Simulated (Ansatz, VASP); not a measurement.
**Bi2Se3 in VASP and in Ansatz**

The input INCAR:

```
PREC = Accurate
ENCUT = 500
EDIFF = 1E-6
ISMEAR = -1
SIGMA = 0.05
LREAL = F
LASPH = T
NELM = 120
ALGO = Normal
ISIF = 2
LWAVE = F
LCHARG = T
GGA = LIBXC
LIBXC1 = GGA_X_B88
LIBXC2 = GGA_C_PBE
LELF = T
LVHAR = T
NBANDS = 32
GGA_COMPAT = F
```

KPOINTS

```
Automatic mesh
0
Gamma
  8 8 8
```

Contents of POSCAR:

```
Bi2Se3
1.0
    2.0435033248      1.1798171946      9.4163265280
   -2.0435033248      1.1798171946      9.4163265280
    0.0000000000     -2.3596343894      9.4163265280
Bi Se
2 3
Direct
    0.5992000000      0.5992000000      0.5992000000
    0.4008000000      0.4008000000      0.4008000000
    0.7883000000      0.7883000000      0.7883000000
    0.2117000000      0.2117000000      0.2117000000
    0.0000000000      0.0000000000      0.0000000000
```

input.yaml

```yaml
crystal:
  lattice:
    - [2.0435033248, 1.1798171946, 9.416326528]
    - [-2.0435033248, 1.1798171946, 9.416326528]
    - [0.0, -2.3596343894, 9.416326528]
  atoms:
    - { symbol: Bi, position: [0.5992, 0.5992, 0.5992] }
    - { symbol: Bi, position: [0.4008, 0.4008, 0.4008] }
    - { symbol: Se, position: [0.7883, 0.7883, 0.7883] }
    - { symbol: Se, position: [0.2117, 0.2117, 0.2117] }
    - { symbol: Se, position: [0.0, 0.0, 0.0] }
hamiltonian:
  xc: { exchange: b88, correlation: pbe }
  pseudopotentials: { kind: paw }
kpoints:
  mp_grid: { grid: [8, 8, 8] }
scf:
  occupations: { method: fermi_dirac, width: 0.05 }
output:
  forces: true
  stress: true
  eigenvalues: true
  write_density: true
  write_potential: true
  elf: true
  volumetric_format: npy
```

Alike in both runs: task single point; functional b88 exchange, pbe correlation; k mesh 8 × 8 × 8; occupations fermi-dirac, width 0.05 eV; no spin polarisation.

|  | VASP | Ansatz |
| --- | --- | --- |
| version | VASP 6.6.1 | Ansatz 0.2.0 |
| potentials or method | VASP PAW PBE potentials, release 64 (Bi_d, Se) | Ansatz PAW |
| plane-wave cutoff (eV) | 500 | 420 |
| valence electrons in the cell | 48 | 78 |

```tsv
	VASP	Ansatz	Ansatz less VASP
gap on the k mesh at the Fermi level (eV)	0.18	0.18	+0.002
least direct gap on the mesh (eV)	0.18	0.18	+0.002
pressure (GPa)	5.4	5.4	-0.03
rms of the force components (eV/Å)	0.212	0.205	-0.0062
```

VASP's potentials were made for PBE, not for b88 exchange, pbe correlation. Atom by atom the forces differ by 0.006 eV/Å (rms over components). VASP's potentials hold 48 valence electrons a cell and Ansatz's 78, so a difference there can come from the potentials and not from the codes.

Neither program's run includes spin-orbit coupling.
